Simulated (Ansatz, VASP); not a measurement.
Two plane-wave programs on Zn

Contents of INCAR:

```
ALGO = Normal
EDIFF = 1E-6
EDIFFG = -0.01
ENCUT = 600
GGA = RE
IBRION = 2
ISIF = 3
ISMEAR = -1
IVDW = 12
LASPH = T
LCHARG = F
LREAL = F
LWAVE = F
NELM = 100
NSW = 60
PREC = Accurate
SIGMA = 0.05
```

File KPOINTS:

```
k-points
0
Gamma
  12 12 12
```

Contents of POSCAR:

```
Zn
1.0
    0.0000000000      1.9647760000      1.9647760000
    1.9647760000      0.0000000000      1.9647760000
    1.9647760000      1.9647760000      0.0000000000
Zn
1
Direct
    0.0000000000      0.0000000000      0.0000000000
```

Contents of input.yaml:

```yaml
crystal:
  lattice:
    - [0.0, 1.964776, 1.964776]
    - [1.964776, 0.0, 1.964776]
    - [1.964776, 1.964776, 0.0]
  atoms:
    - { symbol: Zn, position: [0.0, 0.0, 0.0] }
hamiltonian:
  xc: revpbe
  pseudopotentials: { kind: paw }
  dispersion: d3bj
kpoints:
  mp_grid: { grid: [12, 12, 12] }
scf:
  occupations: { method: fermi_dirac, width: 0.05 }
output:
  forces: true
  stress: true
  eigenvalues: true
relax:
  f_tol: 0.01
  max_steps: 40
  cell: { stress_tol: 0.05 }
```

Alike in both runs: task relaxation of cell and atoms; functional revPBE; dispersion D3(BJ); k mesh 12 × 12 × 12; occupations fermi-dirac, width 0.05 eV; no spin polarisation.

|  | VASP | Ansatz |
| --- | --- | --- |
| version | VASP 6.6.1 | Ansatz 0.2.0 |
| potentials or method | VASP PAW PBE potentials, release 64 (Zn) | Ansatz PAW |
| plane-wave cutoff (eV) | 600 | 420 |
| valence electrons in the cell | 12 | 12 |

Ansatz gave:

| Property | Result |
| --- | --- |
| gap on the k mesh at the Fermi level, each at its own relaxed structure (eV) | none |
| relaxed volume (Å³/atom) | 13.82 |
| relaxed cell length with the largest relative difference (Å) | 2.694 |

Task: What did VASP give for the same quantities?

Result: gap on the k mesh at the Fermi level, each at its own relaxed structure (eV): none; relaxed volume (Å³/atom): 13.88; relaxed cell length with the largest relative difference (Å): 2.698.

VASP's potentials were made for PBE, not for revPBE. A gap of «none» marks a metal or a gap that the smearing closes.

Noted on Ansatz's run: the plane-wave basis is chosen anew once the cell has moved, so the energies of steps on either side of that aren't comparable.
